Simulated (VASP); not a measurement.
# Be3CCl2 (P-62m) in VASP: further runs

The runs below take Be3CCl2 through single point, relaxation of cell and atoms, with PBE.

All numbers are computed with VASP 6.6.1; they aren't measurements. Logs are shortened: lines on timing, memory, paths and dates and some standing lists are left out, and cuts for length are marked.

## (1) The cell of the first run

The structure is hexagonal, space group P-62m (No. 189). Conventional cell: a = 5.657 Å, b = 5.657 Å, c = 2.793 Å, α = 90.00°, β = 90.00°, γ = 120.00°. Be (site symmetry m2m) has 2 C at 1.85 Å and 2 Be at 2.10 Å within 2.5 Å. C (site symmetry -62m) has 6 Be at 1.85 Å within 2.5 Å. Cl (site symmetry -6) has 6 Be at 2.69 Å and 5 Cl at 2.79 to 3.27 Å and 3 C at 3.27 Å within 3.5 Å.

## (2) Single point, PBE

Input file INCAR:

```
ALGO     = Normal         # electronic algorithm
EDIFF    = 1E-6           # SCF threshold, eV
ENCUT    = 520            # plane-wave cutoff, eV
GGA      = PE             # functional
ISIF     = 2              # what is computed and relaxed
ISMEAR   = 0              # smearing method
LASPH    = True           # aspherical terms in the spheres
LCHARG   = True           # write CHGCAR
LELF     = True           # ELF
LREAL    = False          # projectors in reciprocal space
LVHAR    = True         
LWAVE    = False          # write WAVECAR
NBANDS   = 21             # bands
NELM     = 100            # most SCF steps
PREC     = Accurate       # precision mode
SIGMA    = 0.02           # smearing width, eV
```

Input file KPOINTS:

```
k-points
0
Gamma
  6 6 10
```

Input file POSCAR:

```
Be3CCl2
1.0
    5.6574708948      0.0000000000      0.0000000000
   -2.8287354474      4.8995135161      0.0000000000
    0.0000000000      0.0000000000      2.7931932381
Be C Cl
3 1 2
Direct
    0.0000000000      0.7856456369      0.0000000000
    0.7856456369      0.0000000000      0.0000000000
    0.2143543631      0.2143543631      0.0000000000
    0.0000000000      0.0000000000      0.5000000000
    0.6666666667      0.3333333333      0.5000000000
    0.3333333333      0.6666666667      0.5000000000
```

Potentials or basis: VASP PAW PBE potentials, release 64 (Be, C, Cl).

Started as:

```console
$ cat potpaw_PBE.64/Be/POTCAR potpaw_PBE.64/C/POTCAR potpaw_PBE.64/Cl/POTCAR > POTCAR
$ mpirun -np 1 vasp_std > vasp.out
```

OUTCAR:

```text
EDIFF = 1E-6
   ENCUT = 520
   GGA = PE
   ISIF = 2
   ISMEAR = 0
   LASPH = True
   LREAL = False
   NELM = 100
   PREC = Accurate

 ion  position               nearest neighbor table
   1  0.000  0.786  0.000-   4 1.85   4 1.85   2 2.10   3 2.10
   2  0.786  0.000  0.000-   4 1.85   4 1.85   1 2.10   3 2.10
   3  0.214  0.214  0.000-   4 1.85   4 1.85   2 2.10   1 2.10
   4  0.000  0.000  0.500-   2 1.85   2 1.85   3 1.85   1 1.85   1 1.85   3 1.85
   5  0.667  0.333  0.500-
   6  0.333  0.667  0.500-

  LATTYP: Found a hexagonal cell.
 ALAT       =     5.6574708948
 C/A-ratio  =     0.4937176505

  Lattice vectors:

 A1 = (   5.6574708948,   0.0000000000,   0.0000000000)
 A2 = (  -2.8287354474,   4.8995135161,   0.0000000000)
 A3 = (   0.0000000000,   0.0000000000,   2.7931932381)

Analysis of symmetry for initial positions (statically):
=====================================================================
 Subroutine PRICEL returns:
 Original cell was already a primitive cell.

 Routine SETGRP: Setting up the symmetry group for a
 hexagonal supercell.

 Subroutine GETGRP returns: Found 12 space group operations
 (whereof 12 operations were pure point group operations)
 out of a pool of 24 trial point group operations.

The static configuration has the point symmetry D_3h.

Analysis of symmetry for dynamics (positions and initial velocities):
=====================================================================
 Subroutine PRICEL returns:
 Original cell was already a primitive cell.

 Routine SETGRP: Setting up the symmetry group for a
 hexagonal supercell.

 Subroutine GETGRP returns: Found 12 space group operations
 (whereof 12 operations were pure point group operations)
 out of a pool of 24 trial point group operations.

The dynamic configuration has the point symmetry D_3h.

 Subroutine INISYM returns: Found 12 space group operations
 (whereof 12 operations are pure point group operations),
 and found     1 'primitive' translations

----------------------------------------------------------------------------------------

                                     Primitive cell

  volume of cell :      77.4241

  direct lattice vectors                    reciprocal lattice vectors
     5.657470895  0.000000000  0.000000000     0.176757427  0.102050948  0.000000000
    -2.828735447  4.899513516  0.000000000     0.000000000  0.204101896  0.000000000
     0.000000000  0.000000000  2.793193238     0.000000000  0.000000000  0.358013182

  length of vectors
     5.657470895  5.657470895  2.793193238     0.204101896  0.204101896  0.358013182

  position of ions in fractional coordinates (direct lattice)
     0.000000000  0.785645637  0.000000000
     0.785645637  0.000000000  0.000000000
     0.214354363  0.214354363  0.000000000
     0.000000000  0.000000000  0.500000000
     0.666666667  0.333333333  0.500000000
     0.333333333  0.666666667  0.500000000

  ion indices of the primitive-cell ions
   primitive index   ion index
                 1           1
                 2           2
                 3           3
                 4           4
                 5           5
                 6           6

----------------------------------------------------------------------------------------

 KPOINTS: k-points

Automatic generation of k-mesh.
 Grid dimensions read from file:
 generate k-points for:    6    6   10

 Generating k-lattice:

  Cartesian coordinates                     Fractional coordinates (reciprocal lattice)
     0.029459571  0.017008491  0.000000000     0.166666667  0.000000000  0.000000000
     0.000000000  0.034016983  0.000000000     0.000000000  0.166666667  0.000000000
     0.000000000  0.000000000  0.035801318     0.000000000  0.000000000  0.100000000

  Length of vectors
     0.034016983  0.034016983  0.035801318

  Shift w.r.t. Gamma in fractional coordinates (k-lattice)
     0.000000000  0.000000000  0.000000000

 Subroutine IBZKPT returns following result:
 ===========================================

 Found     42 irreducible k-points:

 Following reciprocal coordinates:
            Coordinates               Weight
  0.000000  0.000000  0.000000      1.000000
  0.166667  0.000000  0.000000      6.000000
  0.333333  0.000000  0.000000      6.000000
  0.500000 -0.000000  0.000000      3.000000
  0.166667  0.166667  0.000000      6.000000
  0.333333  0.166667  0.000000     12.000000
[... 16 lines left out ...]
  0.166667  0.000000  0.300000     12.000000
  0.333333  0.000000  0.300000     12.000000
 [... further k-points ...]
   k-points           NKPTS =     42   k-points in BZ     NKDIM =     42   number of bands    NBANDS=     21
   number of dos      NEDOS =    301   number of ions     NIONS =      6
   total plane-waves  NPLWV =  42336
   dimension x,y,z NGX =    42 NGY =   42 NGZ =   24
   dimension x,y,z NGXF=    84 NGYF=   84 NGZF=   48
   ions per type =               3   1   2
   NGX,Y,Z   is equivalent  to a cutoff of  12.34, 12.34, 14.28 a.u.
   NGXF,Y,Z  is equivalent  to a cutoff of  24.68, 24.68, 28.57 a.u.
 SYSTEM =  unknown system
   PREC   = accura    normal or accurate (medium, high low for compatibility)
   ISTART =      0    job   : 0-new  1-cont  2-samecut
   ICHARG =      2    charge: 1-file 2-atom 10-const
   ISPIN  =      1    spin polarized calculation?
   LNONCOLLINEAR =      F non collinear calculations
   LSORBIT =      F    spin-orbit coupling
   LASPH  =      T    aspherical Exc in radial PAW
   ENCUT  =  520.0 eV  38.22 Ry    6.18 a.u.  10.52 10.52  5.19*2*pi/ulx,y,z
   NELM   =    100;   NELMIN=  2; NELMDL= -5     # of ELM steps
   EDIFF  = 0.1E-05   stopping-criterion for ELM
   LREAL  =      F    real-space projection
   EDIFFG = 0.1E-04   stopping-criterion for IOM
   NSW    =      0    number of steps for IOM
   IBRION =     -1    ionic relax: 0-MD 1-quasi-New 2-CG
   NFREE  =      0    steps in history (QN), initial steepest desc. (CG)
   ISIF   =      2    stress and relaxation
   ISYM   =      2    0-nonsym 1-usesym 2-fastsym
   POTIM  = 0.5000    time-step for ionic-motion
   TEBEG  =    0.0;   TEEND  =   0.0 temperature during run
   PSTRESS=    0.0 pullay stress
   NELECT =      24.0000    total number of electrons
   NUPDOWN=      -1.0000    fix difference up-down
   EMIN   =  10.00;   EMAX   =-10.00  energy-range for DOS
   EFERMI =   0.00;   METHOD = LEGACY
   ISMEAR =     0;   SIGMA  =   0.02  broadening in eV -4-tet -1-fermi 0-gaus
   EFERMI_NEDOS =   21; number of points for ismear=-14 and -15
   IALGO  =     38    algorithm
   IMIX   =      4    mixing-type and parameters
     AMIX     =   0.40;   BMIX     =  1.00
     AMIX_MAG =   1.60;   BMIX_MAG =  1.00
  volume/ion in A,a.u.               =      12.90        87.08
  Fermi-wavevector in a.u.,A,eV,Ry     =   1.107949  2.093720 16.701849  1.227551
  Thomas-Fermi vector in A             =   2.244470
   LORBIT       =      0    0 simple, 1 ext, 2 COOP (PROOUT), +10 PAW based schemes
   GGA     = PE    functional components
   LHFCALC =     F    Hartree Fock is set to
   AEXX    =    0.0000 exact exchange contribution
   IVDW    =     0    specifies the selected vdW correction
   LEPSILON=     F    determine dielectric tensor
   LRPA    =     F    only Hartree local field effects (RPA)
 non-spin polarized calculation
 Gauss-broadening in eV      SIGMA  =   0.02
  energy-cutoff  :      520.00
  volume of cell :       77.42
 maximum number of plane-waves:      2110
   NGX = 21   NGY = 21   NGZ = 11

 number of electron      23.9999996 magnetization

 Free energy of the ion-electron system (eV)
  ---------------------------------------------------
  ext. energy  EPLUGINS =         0.00000000
  ---------------------------------------------------
  free energy    TOTEN  =       -23.74453618 eV

  energy without entropy =      -23.74453618  energy(sigma->0) =      -23.74453618

 E-fermi :   4.8254     XC(G=0):  -9.8221

 val. band max:        4.6856670029   @ k =   0.0000   0.0000   0.0000
 cond. band min:       5.3677191927   @ k =   0.5000  -0.0000   0.5000
 fundamental gap:      0.6820521898
 Fermi energy:         4.8254091293

 k-point     1 :       0.0000    0.0000    0.0000
  band No.  band energies     occupation
      1     -11.7419      2.00000
      2     -10.8208      2.00000
      3      -7.1802      2.00000
      4      -1.1123      2.00000
      5      -1.1123      2.00000
      6      -0.7039      2.00000
[... 13 lines left out ...]
     20      13.9320      0.00000
     21      13.9321      0.00000

 k-point     2 :       0.1667    0.0000    0.0000
  band No.  band energies     occupation
      1     -11.6882      2.00000
      2     -10.8790      2.00000
      3      -7.2318      2.00000
      4      -1.5209      2.00000
      5      -1.3285      2.00000
      6      -0.1259      2.00000
[... 13 lines left out ...]
     20      13.5785      0.00000
     21      13.9191      0.00000

 k-point     3 :       0.3333    0.0000    0.0000
  band No.  band energies     occupation
      1     -11.5482      2.00000
      2     -11.0267      2.00000
      3      -7.3391      2.00000
      4      -1.8723      2.00000
      5      -1.0841      2.00000
      6       0.5877      2.00000
[... 13 lines left out ...]
     20      13.6284      0.00000
     21      13.8850      0.00000
[... 457 lines left out ...]
 k-point    23 :       0.1667    0.0000    0.3000
  band No.  band energies     occupation
      1     -10.8137      2.00000
      2     -10.0743      2.00000
      3      -6.0857      2.00000
      4      -0.6903      2.00000
      5      -0.4921      2.00000
      6      -0.3002      2.00000
[... 13 lines left out ...]
     20      13.7391      0.00000
     21      14.1472      0.00000

 k-point    24 :       0.3333    0.0000    0.3000
  band No.  band energies     occupation
      1     -10.6839      2.00000
      2     -10.2072      2.00000
      3      -6.1931      2.00000
      4      -0.8411      2.00000
      5      -0.5425      2.00000
      6      -0.0252      2.00000
[... 13 lines left out ...]
     20      13.2068      0.00000
     21      13.7323      0.00000

 [... further k-points ...]
[... 5 lines left out ...]
  --------------------------------------------------------------------------------------
  -------------------------------------------------------------------------------------
  Total        0.0477558      0.0477558      0.0655673      0.0000000      0.0000000      0.0000000
  in kB        0.9882364      0.9882364      1.3568180      0.0000000      0.0000000      0.0000000
  external PRESSURE =       1.1110969 kB  Pullay stress =       0.0000000 kB

 VOLUME and BASIS-vectors are now :
 -----------------------------------------------------------------------------
  energy-cutoff  :      520.00
  volume of cell :       77.42
      direct lattice vectors                 reciprocal lattice vectors
     5.657470895  0.000000000  0.000000000     0.176757427  0.102050948  0.000000000
    -2.828735447  4.899513516  0.000000000     0.000000000  0.204101896  0.000000000
     0.000000000  0.000000000  2.793193238     0.000000000  0.000000000  0.358013182

 POSITION                                       TOTAL-FORCE (eV/Angst)
 -----------------------------------------------------------------------------------
     -2.22238      3.84928      0.00000         0.015101     -0.026155      0.000000
      4.44477      0.00000      0.00000        -0.030201      0.000000      0.000000
      0.60635      1.05023      0.00000         0.015101      0.026155     -0.000000
      0.00000      0.00000      1.39660        -0.000000      0.000000      0.000000
      2.82874      1.63317      1.39660        -0.000000     -0.000000      0.000000
     -0.00000      3.26634      1.39660        -0.000000     -0.000000      0.000000
 -----------------------------------------------------------------------------------
    total drift:                                0.000000      0.000000     -0.000000

  FREE ENERGIE OF THE ION-ELECTRON SYSTEM (eV)
  ---------------------------------------------------
  free  energy   TOTEN  =       -23.7445361827 eV

  energy  without entropy=      -23.7445361827  energy(sigma->0) =      -23.74453618
```

Run time: 34 s. Hardware: 1 thread of Intel Xeon 6975P-C (Granite Rapids), shared host; peak memory 0.22 GiB.

Results:

| Item | Value |
| --- | --- |
| Free energy | -23.7445 eV |
| Pressure | 0.1 GPa |
| Largest force | 0.030 eV/Å |
| Band gap on the k mesh | 0.68 eV (least direct gap 1.52 eV) |

Forces in eV/Å, atoms in the order of the input:
```
Be   0.015 -0.026  0.000
Be  -0.030  0.000  0.000
Be   0.015  0.026  0.000
C    0.000  0.000  0.000
Cl   0.000  0.000  0.000
Cl   0.000  0.000  0.000
```

Levels at points of the mesh, in eV from the valence-band top:
| k point | band 10 | band 11 | band 12 | band 13 | band 14 | band 15 |
| --- | --- | --- | --- | --- | --- | --- |
| (0.00, 0.00, 0.00) | -1.07 | -0.10 | 0.00 | 1.58 | 5.57 | 5.57 |
| (0.50, 0.00, 0.00) | -0.66 | -0.44 | -0.17 | 2.46 | 4.01 | 4.04 |
| (0.00, 0.00, 0.50) | -3.32 | -0.45 | -0.45 | 1.22 | 1.22 | 2.35 |
| (0.50, 0.00, 0.50) | -2.06 | -1.26 | -0.94 | 0.68 | 2.16 | 2.31 |

(Part 1 of 2 ends here.)
